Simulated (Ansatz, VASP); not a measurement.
## Gd: VASP beside Ansatz

File INCAR:

```
SYSTEM = Gd
PREC = Accurate ; ENCUT = 520
EDIFF = 1E-6 ; ISMEAR = -1
SIGMA = 0.1 ; LREAL = .FALSE.
LASPH = .TRUE. ; NELM = 150
ALGO = Normal ; ISIF = 2
LWAVE = .FALSE. ; LCHARG = .FALSE.
ISPIN = 2 ; MAGMOM = 7 7
LORBIT = 11 ; LMAXMIX = 6
GGA = PE ; NBANDS = 29
```

KPOINTS

```
regular mesh
0
G
  7 7 4
  0 0 0
```

POSCAR

```
Gd
1.0
    3.6375359200      0.0000000000      0.0000000000
   -1.8187679600      3.1502023300      0.0000000000
    0.0000000000      0.0000000000      5.8096330100
Gd
2
Direct
    0.3333300000      0.6666700000      0.2500000000
    0.6666600000      0.3333300000      0.7500000000
```

Input for Ansatz:

```yaml
crystal:
  lattice:
    - [3.63753592, 0.0, 0.0]
    - [-1.81876796, 3.15020233, 0.0]
    - [0.0, 0.0, 5.80963301]
  atoms:
    - { symbol: Gd, position: [0.33333, 0.66667, 0.25], spin: 7.0 }
    - { symbol: Gd, position: [0.66666, 0.33333, 0.75], spin: 7.0 }
kpoints:
  mp_grid: { grid: [7, 7, 4], shift: [0, 0, 0] }
magnetization:
  spin_polarized: true
scf:
  occupations: { method: fermi_dirac }
  lower_state_search: "off"
  max_iter: 200
hamiltonian:
  pseudopotentials: { kind: paw }
  xc: pbe
basis:
  ecutwfc: 420
  fft_grid_basis: typed
output:
  forces: true
  stress: true
  eigenvalues: true
  bader: true
  populations: true
  elf: true
  write_potential: true
  volumetric_format: npy
  dos:
    e_range: [-12, 8]
    de: 0.05
    projected: { site_lists: { Gd: [Gd] } }
checkpoint:
  read: saved_state
```

Alike in both runs: task single point; functional PBE; k mesh 7 × 7 × 4; collinear spin.

```csv
,VASP,Ansatz
version,VASP 6.6.1,Ansatz 0.2.0
potentials or method,"VASP PAW PBE potentials, release 64 (Gd), cutoff 520 eV",PAW plane waves
occupations,"fermi-dirac, width 0.1 eV",fermi-dirac
valence electrons in the cell,36,36
```

```csv
,VASP,Ansatz,Ansatz less VASP
pressure (GPa),0.4,0.5,+0.14
net moment per atom (μB),7.61,7.60,-0.004
size of the moment on the site where the two differ most (μB),6.97,7.33,+0.353
```

Site moments also hang on the region over which each program counts them. Ansatz's warnings: stability check not made, structure snapped to symmetry.

Neither program's run includes spin-orbit coupling.
